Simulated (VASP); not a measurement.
# Si (I4/mmm) in VASP: a series of runs

Runs on Si. Level: PBE. Tasks: single point.

Program: VASP 6.6.1. These are calculated values, not measurements. Logs are shortened: lines on timing, memory, paths and dates and some standing lists are left out, and cuts for length are marked.

### Step 1. The cell of the first run

It takes space group I4/mmm (No. 139, tetragonal). The conventional cell has a = 6.841 Å, b = 6.841 Å, c = 3.792 Å, α = 90.00°, β = 90.00°, γ = 90.00°. Within 3.1 Å of Si (site symmetry m2m) lie 4 Si at 2.35 to 2.44 Å.

### Step 2. Single point, PBE (22.18 Å³/atom)

File INCAR:

```
PREC = Accurate
ENCUT = 520
EDIFF = 1E-6
ISMEAR = 0
SIGMA = 0.05
LREAL = F
LASPH = T
NELM = 60
ALGO = Normal
ISIF = 2
LWAVE = F
LCHARG = F
GGA = PE
NBANDS = 16
```

File KPOINTS:

```
Automatic mesh
0
Gamma
  12 12 12
```

File POSCAR:

```
Si
1.0
   -3.4205173701      3.4205173701      1.8959927782
    3.4205173701     -3.4205173701      1.8959927782
    3.4205173701      3.4205173701     -1.8959927782
Si
4
Direct
    0.1786105079      0.1786105079      0.3572210158
    0.8213894921      0.8213894921      0.6427789842
    0.1786105079      0.8213894921      0.0000000000
    0.8213894921      0.1786105079      0.0000000000
```

Potentials or basis: VASP PAW PBE potentials, release 64 (Si).

Run with:

```
cat potpaw_PBE.64/Si/POTCAR > POTCAR
mpirun -np 1 vasp_std > vasp.out
```

OUTCAR:

```text
PREC = Accurate
   ENCUT = 520
   EDIFF = 1E-6
   ISMEAR = 0
   LREAL = F
   LASPH = T
   NELM = 60
   ISIF = 2
   GGA = PE

 ion  position               nearest neighbor table
   1  0.179  0.179  0.357-   2 2.35   2 2.35   3 2.44   4 2.44
   2  0.821  0.821  0.643-   1 2.35   1 2.35   4 2.44   3 2.44
   3  0.179  0.821  0.000-   4 2.35   4 2.35   2 2.44   1 2.44
   4  0.821  0.179  0.000-   3 2.35   3 2.35   2 2.44   1 2.44

  LATTYP: Found a body centered tetragonal cell.
 ALAT       =     6.8410347402
 C/A-ratio  =     0.5543000000

  Lattice vectors:

 A1 = (  -3.4205173701,   3.4205173701,   1.8959927782)
 A2 = (   3.4205173701,  -3.4205173701,   1.8959927782)
 A3 = (   3.4205173701,   3.4205173701,  -1.8959927782)

Analysis of symmetry for initial positions (statically):
=====================================================================
 Subroutine PRICEL returns:
 Original cell was already a primitive cell.

 Routine SETGRP: Setting up the symmetry group for a
 body centered tetragonal supercell.

 Subroutine GETGRP returns: Found 16 space group operations
 (whereof 16 operations were pure point group operations)
 out of a pool of 16 trial point group operations.

The static configuration has the point symmetry D_4h.

Analysis of symmetry for dynamics (positions and initial velocities):
=====================================================================
 Subroutine PRICEL returns:
 Original cell was already a primitive cell.

 Routine SETGRP: Setting up the symmetry group for a
 body centered tetragonal supercell.

 Subroutine GETGRP returns: Found 16 space group operations
 (whereof 16 operations were pure point group operations)
 out of a pool of 16 trial point group operations.

The dynamic configuration has the point symmetry D_4h.

 Subroutine INISYM returns: Found 16 space group operations
 (whereof 16 operations are pure point group operations),
 and found     1 'primitive' translations

----------------------------------------------------------------------------------------

                                     Primitive cell

  volume of cell :      88.7320

  direct lattice vectors                    reciprocal lattice vectors
[... 83 lines left out ...]
   ISTART =      0    job   : 0-new  1-cont  2-samecut
   ICHARG =      2    charge: 1-file 2-atom 10-const
   ISPIN  =      1    spin polarized calculation?
   LNONCOLLINEAR =      F non collinear calculations
   LSORBIT =      F    spin-orbit coupling
   LASPH  =      T    aspherical Exc in radial PAW
   ENCUT  =  520.0 eV  38.22 Ry    6.18 a.u.   9.66  9.66  9.66*2*pi/ulx,y,z
   NELM   =     60;   NELMIN=  2; NELMDL= -5     # of ELM steps
   EDIFF  = 0.1E-05   stopping-criterion for ELM
   LREAL  =      F    real-space projection
   EDIFFG = 0.1E-04   stopping-criterion for IOM
   NSW    =      0    number of steps for IOM
   IBRION =     -1    ionic relax: 0-MD 1-quasi-New 2-CG
   NFREE  =      0    steps in history (QN), initial steepest desc. (CG)
   ISIF   =      2    stress and relaxation
   ISYM   =      2    0-nonsym 1-usesym 2-fastsym
   POTIM  = 0.5000    time-step for ionic-motion
   TEBEG  =    0.0;   TEEND  =   0.0 temperature during run
   PSTRESS=    0.0 pullay stress
   NELECT =      16.0000    total number of electrons
   NUPDOWN=      -1.0000    fix difference up-down
   EMIN   =  10.00;   EMAX   =-10.00  energy-range for DOS
   EFERMI =   0.00;   METHOD = LEGACY
   ISMEAR =     0;   SIGMA  =   0.05  broadening in eV -4-tet -1-fermi 0-gaus
   EFERMI_NEDOS =   21; number of points for ismear=-14 and -15
   IALGO  =     38    algorithm
   IMIX   =      4    mixing-type and parameters
     AMIX     =   0.40;   BMIX     =  1.00
     AMIX_MAG =   1.60;   BMIX_MAG =  1.00
  volume/ion in A,a.u.               =      22.18       149.70
  Fermi-wavevector in a.u.,A,eV,Ry     =   0.924886  1.747781 11.638608  0.855414
  Thomas-Fermi vector in A             =   2.050680
   LORBIT       =      0    0 simple, 1 ext, 2 COOP (PROOUT), +10 PAW based schemes
   GGA     = PE    functional components
   LHFCALC =     F    Hartree Fock is set to
   AEXX    =    0.0000 exact exchange contribution
   IVDW    =     0    specifies the selected vdW correction
   LEPSILON=     F    determine dielectric tensor
   LRPA    =     F    only Hartree local field effects (RPA)
 non-spin polarized calculation
 Gauss-broadening in eV      SIGMA  =   0.05
  energy-cutoff  :      520.00
  volume of cell :       88.73
 maximum number of plane-waves:      2415
   NGX = 19   NGY = 19   NGZ = 19

 number of electron      16.0000000 magnetization

 Free energy of the ion-electron system (eV)
  ---------------------------------------------------
  ext. energy  EPLUGINS =         0.00000000
  ---------------------------------------------------
  free energy    TOTEN  =       -21.23302153 eV

  energy without entropy =      -21.23302096  energy(sigma->0) =      -21.23302125

 E-fermi :   5.0514     XC(G=0):  -8.9157

 val. band max:        4.9425052419   @ k =   0.5000   0.5000   0.5000
 cond. band min:       5.1601392860   @ k =   0.2500   0.2500   0.2500
 fundamental gap:      0.2176340441
 Fermi energy:         5.0513685083

 k-point     1 :       0.0000    0.0000    0.0000
  band No.  band energies     occupation
      1      -6.7187      2.00000
      2      -2.9656      2.00000
      3      -0.4469      2.00000
      4      -0.4469      2.00000
      5       1.4431      2.00000
      6       3.7978      2.00000
[... 433 lines left out ...]
      3      -1.5025      2.00000
      4       0.3152      2.00000
      5       1.3365      2.00000
      6       2.2908      2.00000
[... 8 lines left out ...]
     15      10.7614      0.00000
     16      11.3141      0.00000

 [... further k-points ...]
[... 5 lines left out ...]
  --------------------------------------------------------------------------------------
  -------------------------------------------------------------------------------------
  Total       -2.2271731     -2.2271731      1.3517721      0.0000000      0.0000000      0.0000000
  in kB      -40.2146493    -40.2146493     24.4080895      0.0000000      0.0000000      0.0000000
  external PRESSURE =     -18.6737364 kB  Pullay stress =       0.0000000 kB

 VOLUME and BASIS-vectors are now :
 -----------------------------------------------------------------------------
  energy-cutoff  :      520.00
  volume of cell :       88.73
      direct lattice vectors                 reciprocal lattice vectors
    -3.420517370  3.420517370  1.895992778     0.000000000  0.146176717  0.263714085
     3.420517370 -3.420517370  1.895992778     0.146176717  0.000000000  0.263714085
     3.420517370  3.420517370 -1.895992778     0.146176717  0.146176717  0.000000000

 POSITION                                       TOTAL-FORCE (eV/Angst)
 -----------------------------------------------------------------------------------
      1.22188      1.22188     -0.00000        -0.279500     -0.279500      0.000000
      2.19864      2.19864      1.89599         0.279500      0.279500     -0.000000
      2.19864     -2.19864      1.89599         0.279500     -0.279500      0.000000
     -2.19864      2.19864      1.89599        -0.279500      0.279500      0.000000
 -----------------------------------------------------------------------------------
    total drift:                               -0.000000     -0.000000      0.000000

  FREE ENERGIE OF THE ION-ELECTRON SYSTEM (eV)
  ---------------------------------------------------
  free  energy   TOTEN  =       -21.2330215338 eV

  energy  without entropy=      -21.2330209578  energy(sigma->0) =      -21.23302125
```

OSZICAR:

```text
N       E                     dE             d eps       ncg     rms          rms(c)
DAV:   1     0.256730306816E+02    0.25673E+02   -0.58325E+03  5216   0.810E+02
DAV:   2    -0.196794811817E+02   -0.45353E+02   -0.40826E+02  7168   0.117E+02
DAV:   3    -0.215789476636E+02   -0.18995E+01   -0.18843E+01  7112   0.225E+01
DAV:   4    -0.216034037809E+02   -0.24456E-01   -0.24451E-01  6584   0.330E+00
DAV:   5    -0.216039202684E+02   -0.51649E-03   -0.51647E-03  7264   0.456E-01    0.646E+00
DAV:   6    -0.213466699765E+02    0.25725E+00   -0.11405E-01  6064   0.155E+00    0.391E+00
DAV:   7    -0.212280479902E+02    0.11862E+00   -0.23323E-01  6568   0.230E+00    0.264E-01
DAV:   8    -0.212319584030E+02   -0.39104E-02   -0.19275E-02  6216   0.700E-01    0.125E-01
DAV:   9    -0.212328029865E+02   -0.84458E-03   -0.11648E-03  7056   0.190E-01    0.879E-02
DAV:  10    -0.212329975101E+02   -0.19452E-03   -0.20492E-04  6336   0.708E-02    0.189E-02
DAV:  11    -0.212330193193E+02   -0.21809E-04   -0.34436E-05  7080   0.313E-02    0.407E-03
DAV:  12    -0.212330215324E+02   -0.22130E-05   -0.28165E-06  6624   0.874E-03    0.184E-03
DAV:  13    -0.212330215338E+02   -0.14602E-08   -0.45753E-07  5368   0.346E-03
   1 F= -.21233022E+02 E0= -.21233021E+02  d E =-.576004E-06
```

Wall time 2.9 min (1 thread of AMD EPYC 7R13 (Zen 3), shared host); peak memory 0.3 GiB.

What came out:

| Property | Result |
| --- | --- |
| Free energy | -21.2330 eV |
| Pressure | -1.9 GPa |
| Largest force | 0.395 eV/Å |
| Band gap on the k mesh | 0.22 eV (least direct gap 0.94 eV) |

Forces in eV/Å, atoms in the order of the input:
```
Si  -0.280 -0.280  0.000
Si   0.280  0.280  0.000
Si   0.280 -0.280  0.000
Si  -0.280  0.280  0.000
```

Caveat: the stress differs along the axes, from -4 to 2 GPa. A k mesh can miss the band edges.

### Step 3. Single point, PBE (22.18 Å³/atom)

File INCAR:

```
PREC     = Accurate       # precision mode
ENCUT    = 520            # plane-wave cutoff, eV
EDIFF    = 1E-6           # SCF threshold, eV
ISMEAR   = 0              # smearing method
SIGMA    = 0.05           # smearing width, eV
LREAL    = False          # projectors in reciprocal space
LASPH    = True           # aspherical terms in the spheres
NELM     = 80             # most SCF steps
ALGO     = Normal         # electronic algorithm
ISIF     = 2              # what is computed and relaxed
LWAVE    = False          # write WAVECAR
LCHARG   = False          # write CHGCAR
GGA      = PE             # functional
NBANDS   = 16             # bands
```

File KPOINTS:

```
regular mesh
0
Gamma
  12 12 12
```

File POSCAR:

```
Si
1.0
   -3.3300765408      3.3300765408      2.0003769781
    3.3300765408     -3.3300765408      2.0003769781
    3.3300765408      3.3300765408     -2.0003769781
Si
4
Direct
    0.1786105079      0.1786105079      0.3572210158
    0.8213894921      0.8213894921      0.6427789842
    0.1786105079      0.8213894921      0.0000000000
    0.8213894921      0.1786105079      0.0000000000
```

Potentials or basis: VASP PAW PBE potentials, release 64 (Si).

Run with:

```
cat potpaw_PBE.64/Si/POTCAR > POTCAR
mpirun -np 1 vasp_std > vasp.out
```

Wall time 3 min (1 thread of AMD EPYC 7R13 (Zen 3), shared host); peak memory 0.3 GiB.

It converged, with:

| Property | Result |
| --- | --- |
| Free energy | -21.2302 eV |
| Pressure | -2.0 GPa |
| Largest force | 0.347 eV/Å |
| Band gap on the k mesh | 0.02 eV |

Forces on the atoms (eV/Å):
```
Si   0.245  0.245  0.000
Si  -0.245 -0.245  0.000
Si  -0.245  0.245  0.000
Si   0.245 -0.245  0.000
```

Stress tensor (GPa, compression positive):
```
 0.13  0.00  0.00
 0.00  0.13  0.00
 0.00  0.00 -6.40
```

Levels at points of the mesh, in eV from the valence-band top:
```csv
k point,band 5,band 6,band 7,band 8,band 9,band 10,band 11,band 12
"(0.00, 0.00, 0.00)",-3.66,-1.62,-1.62,-0.66,1.11,1.42,1.42,2.33
"(0.50, 0.00, 0.00)",-4.19,-3.38,-2.37,-1.29,0.93,2.45,3.10,3.50
"(0.50, 0.50, 0.00)",-2.69,-2.17,-1.76,-1.65,1.24,1.63,1.96,4.02
"(0.50, 0.50, 0.50)",-3.12,-0.30,0.00,0.00,0.02,2.51,3.75,4.19
```

Caveat: the stress differs along the axes, from -6 to 0 GPa; the smearing spreads over this small gap.

### Step 4. Single point, PBE (22.18 Å³/atom)

File INCAR:

```
ALGO = Normal
EDIFF = 1E-7
ENCUT = 520
GGA = PE
ISIF = 2
ISMEAR = 0
LASPH = T
LCHARG = F
LREAL = F
LWAVE = F
NBANDS = 16
NELM = 80
PREC = Accurate
SIGMA = 0.05
```

File KPOINTS:

```
k-points
0
Gamma
  12 12 12
```

File POSCAR:

```
Si
1.0
   -3.3750503327      3.3750503327      1.9474206523
    3.3750503327     -3.3750503327      1.9474206523
    3.3750503327      3.3750503327     -1.9474206523
Si
4
Direct
    0.1786105079      0.1786105079      0.3572210158
    0.8213894921      0.8213894921      0.6427789842
    0.1786105079      0.8213894921      0.0000000000
    0.8213894921      0.1786105079      0.0000000000
```

Run with:

```
cat potpaw_PBE.64/Si/POTCAR > POTCAR
mpirun -np 1 vasp_std > vasp.out
```

It took 3.2 min on 1 thread of AMD EPYC 7R13 (Zen 3), shared host; peak memory 0.31 GiB.

Results (log left out):

```yaml
Free_energy: -21.2800 eV
Pressure: -2.1 GPa
Largest_force: 0.035 eV/Å
Band_gap_on_the_k_mesh: 0.26 eV (least direct gap 0.47 eV)
```

Forces in eV/Å, atoms in the order of the input:
```
Si  -0.025 -0.025  0.000
Si   0.025  0.025  0.000
Si   0.025 -0.025  0.000
Si  -0.025  0.025  0.000
```

Stress tensor (GPa, compression positive):
```
-2.06  0.00  0.00
 0.00 -2.06  0.00
 0.00  0.00 -2.16
```

Levels at points of the mesh, in eV from the valence-band top:
```csv
k point,band 6,band 7,band 8,band 9,band 10,band 11
"(0.00, 0.00, 0.00)",-1.41,-1.41,-0.52,1.49,1.51,1.51
"(0.50, 0.00, 0.00)",-3.32,-2.25,-1.37,0.94,2.33,3.07
"(0.50, 0.50, 0.00)",-1.89,-1.77,-1.53,1.62,1.96,1.97
"(0.50, 0.50, 0.50)",-0.20,0.00,0.00,0.47,2.73,3.42
```

A k mesh can miss the band edges.

### Step 5. Single point, PBE (22.18 Å³/atom)

File INCAR:

```
SYSTEM = Si
ALGO = Normal ; EDIFF = 1E-7
ENCUT = 520 ; GGA = PE
ISIF = 2 ; ISMEAR = 0
LASPH = .True. ; LCHARG = .True.
LELF = .True. ; LREAL = .False.
LVHAR = .True. ; LWAVE = .False.
NBANDS = 16 ; NELM = 80
PREC = Accurate ; SIGMA = 0.05
```

File KPOINTS:

```
k-points
0
Gamma
  12 12 12
  0 0 0
```

File POSCAR:

```
Si
1.0
   -3.4667890072      3.4667890072      1.8457184675
    3.4667890072     -3.4667890072      1.8457184675
    3.4667890072      3.4667890072     -1.8457184675
Si
4
Direct
    0.1786105079      0.1786105079      0.3572210158
    0.8213894921      0.8213894921      0.6427789842
    0.1786105079      0.8213894921      0.0000000000
    0.8213894921      0.1786105079      0.0000000000
```

Run with:

```
cat potpaw_PBE.64/Si/POTCAR > POTCAR
mpirun -np 1 vasp_std > vasp.out
```

Wall time 3.5 min (1 thread of AMD EPYC 7R13 (Zen 3), shared host); peak memory 0.3 GiB.

Results (log left out):

```yaml
Free_energy: -21.0873 eV
Pressure: -1.4 GPa
Largest_force: 0.742 eV/Å
Band_gap_on_the_k_mesh: 0.01 eV (least direct gap 1.28 eV)
```

Forces on the atoms (eV/Å):
```
Si  -0.525 -0.525  0.000
Si   0.525  0.525  0.000
Si   0.525 -0.525  0.000
Si  -0.525  0.525  0.000
```

Stress tensor (GPa, compression positive):
```
-5.76  0.00  0.00
 0.00 -5.76  0.00
 0.00  0.00  7.36
```

Levels at points of the mesh, in eV from the valence-band top:
| k point | band 4 | band 5 | band 6 | band 7 | band 8 | band 9 | band 10 | band 11 | band 12 | band 13 |
| --- | --- | --- | --- | --- | --- | --- | --- | --- | --- | --- |
| (0.00, 0.00, 0.00) | -5.50 | -3.60 | -1.01 | -1.01 | -0.42 | 1.09 | 1.09 | 2.18 | 2.80 | 2.80 |
| (0.50, 0.00, 0.00) | -6.25 | -4.19 | -3.33 | -2.13 | -1.61 | 0.82 | 1.96 | 2.86 | 3.37 | 3.69 |
| (0.50, 0.50, 0.00) | -4.92 | -2.83 | -2.14 | -1.38 | -1.09 | 1.80 | 2.32 | 2.55 | 3.45 | 4.64 |
| (0.50, 0.50, 0.50) | -4.76 | -2.17 | -0.18 | -0.18 | 0.00 | 1.28 | 2.33 | 2.64 | 4.09 | 4.86 |

Caveat: the stress differs along the axes, from -6 to 7 GPa. A k mesh can miss the band edges.

### Step 6. Single point, PBE (22.76 Å³/atom)

This run uses another cell than the first one, of 22.76 Å³/atom.

File INCAR:

```
SYSTEM = Si
PREC = Accurate
ENCUT = 520
EDIFF = 1E-7
ISMEAR = 0
SIGMA = 0.05
LREAL = .FALSE.
LASPH = .TRUE.
NELM = 60
ALGO = Normal
ISIF = 2
LWAVE = .FALSE.
LCHARG = .FALSE.
GGA = PE
NBANDS = 16
```

File KPOINTS:

```
regular mesh
0
G
  12 12 12
  0 0 0
```

File POSCAR:

```
Si
1.0
   -3.4498702836      3.4498702836      1.9122630982
    3.4498702836     -3.4498702836      1.9122630982
    3.4498702836      3.4498702836     -1.9122630982
Si
4
Direct
    0.1786105079      0.1786105079      0.3572210158
    0.8213894921      0.8213894921      0.6427789842
    0.1786105079      0.8213894921      0.0000000000
    0.8213894921      0.1786105079      0.0000000000
```

Potentials or basis: VASP PAW PBE potentials, release 64 (Si).

Run with:

```
cat potpaw_PBE.64/Si/POTCAR > POTCAR
mpirun -np 1 vasp_std > vasp.out
```

Run time: 3.1 min. Hardware: 1 thread of AMD EPYC 7R13 (Zen 3), shared host; peak memory 0.3 GiB.

It converged, with:

```yaml
Free_energy: -21.1932 eV
Pressure: -3.6 GPa
Largest_force: 0.384 eV/Å
Band_gap_on_the_k_mesh: 0.22 eV (least direct gap 0.95 eV)
```

Forces on the atoms (eV/Å):
```
Si  -0.272 -0.272  0.000
Si   0.272  0.272  0.000
Si   0.272 -0.272  0.000
Si  -0.272  0.272  0.000
```

Stress tensor (GPa, compression positive):
```
-5.64  0.00  0.00
 0.00 -5.64  0.00
 0.00  0.00  0.34
```

Levels at points of the mesh, in eV from the valence-band top:
| k point | band 6 | band 7 | band 8 | band 9 | band 10 | band 11 |
| --- | --- | --- | --- | --- | --- | --- |
| (0.00, 0.00, 0.00) | -1.12 | -1.12 | -0.35 | 1.38 | 1.38 | 1.92 |
| (0.50, 0.00, 0.00) | -3.15 | -2.05 | -1.38 | 0.99 | 2.19 | 3.07 |
| (0.50, 0.50, 0.00) | -1.82 | -1.53 | -1.22 | 1.97 | 2.01 | 2.32 |
| (0.50, 0.50, 0.50) | -0.05 | 0.00 | 0.00 | 0.95 | 2.47 | 3.07 |

Caveat: the stress differs along the axes, from -6 to 0 GPa. A k mesh can miss the band edges.

### Step 7. The runs side by side

| cell | gap on the mesh (eV) | pressure (GPa) | largest force (eV/Å) |
| --- | --- | --- | --- |
| a = 5.196 Å, angles 97.7, 97.7, 137.2°, 4 atoms | 0.22 | -1.9 | 0.40 |
| a = 5.117 Å, angles 98.8, 98.8, 134.0°, 4 atoms | 0.02 | -2.0 | 0.35 |
| a = 5.155 Å, angles 98.2, 98.2, 135.6°, 4 atoms | 0.26 | -2.1 | 0.04 |
| a = 5.239 Å, angles 97.1, 97.1, 138.7°, 4 atoms | 0.01 | -1.4 | 0.74 |
| a = 5.240 Å, angles 97.7, 97.7, 137.2°, 4 atoms | 0.22 | -3.6 | 0.38 |

Alike in all rows: task single point; level PBE; potentials or basis VASP PAW PBE potentials, release 64 (Si); no spin polarisation; k mesh 12 × 12 × 12; cutoff (eV) 520; smearing gaussian 0.05 eV.

Caveats: the stress differs along the axes, from -6 to 0 GPa (at least some runs); the stress differs along the axes, from -4 to 2 GPa (at least some runs); the smearing spreads over this small gap (at least some runs); the stress differs along the axes, from -6 to 7 GPa (at least some runs).

Absolute energies hang on the potentials; compare differences alone.
